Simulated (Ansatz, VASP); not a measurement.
# One calculation of W, two programs

```
W
1.0
    -1.68736    1.57593    1.57593
     1.57593   -1.68736    1.57593
     1.57593    1.57593   -1.68736
W
1
Direct
  0.00000 0.00000 0.00000
```

Change from the starting cell: equal engineering shear yz, xz and xy -0.0700, equal normal strain along x, y and z -0.0100.

Alike in both runs: task single point; functional PBE; k mesh 20 × 20 × 20; occupations gaussian, width 0.15 eV; no spin polarisation.

|  | VASP | Ansatz |
| --- | --- | --- |
| version | VASP 6.6.1 | Ansatz 0.2.0 |
| potentials or method | VASP PAW PBE potentials, release 64 (W_sv), cutoff 520 eV | scalar-relativistic, plane waves, PAW |
| valence electrons in the cell | 14 | 14 |

VASP gave:

```
gap on the k mesh at the Fermi level (eV)                     : none
pressure (GPa)                                                : 15.2
traceless stress, the component that is largest in VASP (GPa) : 15.45
```

Question: Which values does Ansatz return?

Answer: gap on the k mesh at the Fermi level (eV): none; pressure (GPa): 14.5; traceless stress, the component that is largest in VASP (GPa): 15.14.

A gap of «none» marks a metal or a gap that the smearing closes. With one functional, cell and mesh, what is left measures potentials, basis and numerics.

Neither program's run includes spin-orbit coupling.
